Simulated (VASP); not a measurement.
Set up this calculation in VASP 6.6.1, as the native input.

* Task: single point
* Functional: PBE
* Potentials or basis: VASP PAW PBE potentials, release 64 (V_sv, N)
* Cutoff: 600 eV
* k mesh: 3 × 3 × 3
* Occupations: gaussian, width 0.084 eV
* Spin: collinear spin, ferromagnetic start
* Starting moments: [0.3, 0.0] μB
* Dipole correction: no
* Further INCAR settings: ALGO = Normal; EDIFF = 1e-06; NBANDS = 20

The structure of VN lies in POSCAR:

```
VN
1.0
    0.0000000000      2.0624650000      2.0624650000
    2.0624650000      0.0000000000      2.0624650000
    2.0624650000      2.0624650000      0.0000000000
V N
1 1
Direct
    0.0000000000      0.0000000000      0.0000000000
    0.5000000000      0.5000000000      0.5000000000
```

One way to write it, as run:

INCAR

```
SYSTEM = VN
PREC = Accurate ; ENCUT = 600
EDIFF = 1E-6 ; ISMEAR = 0
SIGMA = 0.084 ; LREAL = .False.
LASPH = .True. ; NELM = 200
ALGO = Normal ; ISIF = 2
LWAVE = .False. ; LCHARG = .False.
ISPIN = 2 ; MAGMOM = 0.3 0
LORBIT = 11 ; LMAXMIX = 4
GGA = PE ; NBANDS = 20
GGA_COMPAT = .False.
```

KPOINTS

```
regular mesh
0
Gamma
  3 3 3
  0 0 0
```

Potentials or basis: VASP PAW PBE potentials, release 64 (V_sv, N).

Launch:

```console
$ cat potpaw_PBE.64/V_sv/POTCAR potpaw_PBE.64/N/POTCAR > POTCAR
$ mpirun -np 1 vasp_std > vasp.out
```

It gave:

```
Pressure                                              : 8.1 GPa
Net moment                                            : 1.33 μB per cell
Site moments                                          : V +1.30; N -0.05 μB
Valence electrons inside the program's atomic spheres : V 11.68; N 3.76
```

Caveat: the k points lie up to 0.88 Å⁻¹ apart.

Run time: 6.9 s on 1 thread of Intel(R) Xeon(R) Platinum 8559C (Emerald Rapids), on a shared host, peak memory 0.14 GiB.
